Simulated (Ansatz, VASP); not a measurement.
## SrCaCl3 in VASP and in Ansatz

Contents of POSCAR:

```
SrCaCl3
1.0
    5.4224870000      0.0000000000      0.0000000000
    0.0000000000      5.4224870000      0.0000000000
    0.0000000000      0.0000000000      5.4525690000
Sr Ca Cl
1 1 3
Direct
    0.0000000000      0.0000000000      0.0000000000
    0.5000000000      0.5000000000      0.5120000000
    0.5000000000      0.5000000000      0.9740000000
    0.0000000000      0.5000000000      0.5000000000
    0.5000000000      0.0000000000      0.5000000000
```

File INCAR.step1:

```
SYSTEM = SrCaCl3
PREC = Accurate
ENCUT = 520
ISMEAR = 1
SIGMA = 0.0117
LREAL = .FALSE.
LASPH = .TRUE.
NELM = 80
NBANDS = 28
GGA = PE
ALGO = Normal
EDIFF = 1E-4
LWAVE = .TRUE.
LCHARG = .FALSE.
```

Contents of INCAR.step2:

```
SYSTEM = SrCaCl3
PREC = Accurate
ENCUT = 520
EDIFF = 1E-7
ISMEAR = 1
SIGMA = 0.0117
LREAL = .FALSE.
LASPH = .TRUE.
NELM = 80
ALGO = Normal
ISIF = 2
LWAVE = .FALSE.
LCHARG = .FALSE.
METAGGA = R2SCAN
LMIXTAU = .TRUE.
NBANDS = 28
ISTART = 1
```

KPOINTS

```
regular mesh
0
G
  5 5 5
  0 0 0
```

Input for Ansatz:

```yaml
crystal:
  lattice:
    - [5.422487, 0.0, 0.0]
    - [0.0, 5.422487, 0.0]
    - [0.0, 0.0, 5.452569]
  atoms:
    - { symbol: Sr, position: [0.0, 0.0, 0.0] }
    - { symbol: Ca, position: [0.5, 0.5, 0.512] }
    - { symbol: Cl, position: [0.5, 0.5, 0.974] }
    - { symbol: Cl, position: [0.0, 0.5, 0.5] }
    - { symbol: Cl, position: [0.5, 0.0, 0.5] }
  symmetry: { tolerance: 0.0003 }
kpoints:
  mp_grid: { grid: [5, 5, 5], shift: [0, 0, 0] }
  band_path:
    path:
      - [0.0, 0.0, 0.0]
      - [0.0, 0.5, 0.0]
      - [0.5, 0.5, 0.0]
      - [0.0, 0.0, 0.0]
      - [0.0, 0.0, 0.5]
      - [0.0, 0.5, 0.5]
      - [0.5, 0.5, 0.5]
      - [0.0, 0.0, 0.5]
      - [0.0, 0.5, 0.0]
      - [0.0, 0.5, 0.5]
      - [0.5, 0.5, 0.0]
    npoints: 6
magnetization:
  spin_polarized: false
scf:
  occupations: { method: methfessel_paxton, width: 0.0117 }
  lower_state_search: "off"
  max_iter: 200
hamiltonian:
  pseudopotentials: { kind: paw }
  xc: r2scan
basis:
  ecutwfc: 500
  fft_grid_basis: typed
output:
  forces: true
  stress: true
  eigenvalues: true
  bader: true
  populations: true
  elf: true
  write_potential: true
  volumetric_format: npy
  dos:
    e_range: [-12, 8]
    de: 0.05
    projected: { site_lists: { Ca: [Ca], Cl: [Cl], Sr: [Sr] } }
checkpoint:
  read: saved_state
```

Alike in both runs: task single point; functional r2SCAN; k mesh 5 × 5 × 5; occupations methfessel-paxton of order 1, width 0.0117 eV; no spin polarisation.

|  | VASP | Ansatz |
| --- | --- | --- |
| version | VASP 6.6.1 | Ansatz 0.2.0 |
| potentials or method | VASP PAW PBE potentials, release 64 (Sr_sv, Ca_sv, Cl), cutoff 520 eV | PAW plane waves |
| valence electrons in the cell | 41 | 41 |

|  | VASP | Ansatz | Ansatz less VASP |
| --- | --- | --- | --- |
| pressure (GPa) | 0.1 | 0.0 | -0.07 |
| traceless stress, the component that is largest in VASP (GPa) | 0.72 | 0.70 | -0.026 |
| rms of the force components (eV/Å) | 0.400 | 0.383 | -0.0179 |

VASP's potentials were made for PBE, not for r2SCAN. Atom by atom the forces differ by 0.018 eV/Å (rms over components). With one functional, cell and mesh, what is left measures potentials, basis and numerics.
